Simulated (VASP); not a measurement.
Here is a VASP 6.6.1 calculation.

Contents of POSCAR:

```
MgO
1.0
    2.9142816945      0.0000000000      0.0000000000
   -1.4571408473      2.5238419812      0.0000000000
    0.0000000000      0.0000000000      2.6580281856
Mg O
1 1
Direct
    0.0000000000      0.0000000000      0.0000000000
    0.3333333300      0.6666666700      0.5000000000
```

INCAR.step1

```
PREC = Accurate
ENCUT = 750
ISMEAR = 0
SIGMA = 0.02
LREAL = False
LASPH = True
NELM = 120
NBANDS = 15
GGA = PE
ALGO = Normal
EDIFF = 1E-5
LWAVE = True
LCHARG = False
GGA_COMPAT = False
```

The input INCAR.step2:

```
PREC = Accurate
ENCUT = 750
EDIFF = 1E-6
ISMEAR = 0
SIGMA = 0.02
LREAL = False
LASPH = True
NELM = 120
ALGO = Normal
ISIF = 2
LWAVE = False
LCHARG = False
METAGGA = R2SCAN
LMIXTAU = True
NBANDS = 15
ISTART = 1
GGA_COMPAT = False
```

File KPOINTS:

```
Automatic mesh
0
Gamma
  12 12 10
```

Potentials or basis: VASP PAW PBE potentials, release 64 (Mg_sv, O).

Command:

```bash
$ cat potpaw_PBE.64/Mg_sv/POTCAR potpaw_PBE.64/O/POTCAR > POTCAR
$ cp INCAR.step1 INCAR
$ mpirun -np 1 vasp_std > vasp.out
$ cp INCAR.step2 INCAR
$ mpirun -np 1 vasp_std > vasp.out
```

**Question.** What does it give for the band gap on the k mesh?

**Answer.** 4.00 eV (least direct gap 4.41 eV).

**Question.** Predict the pressure.

**Answer.** -2.2 GPa.

Stress tensor (GPa, compression positive):
```
-2.31  0.00  0.00
 0.00 -2.31  0.00
 0.00  0.00 -2.06
```

Caveat: the cell differs from its parent crystal (strained); the PAW data sets were made with another functional, which shifts forces and pressure a little. A k mesh can miss the band edges.
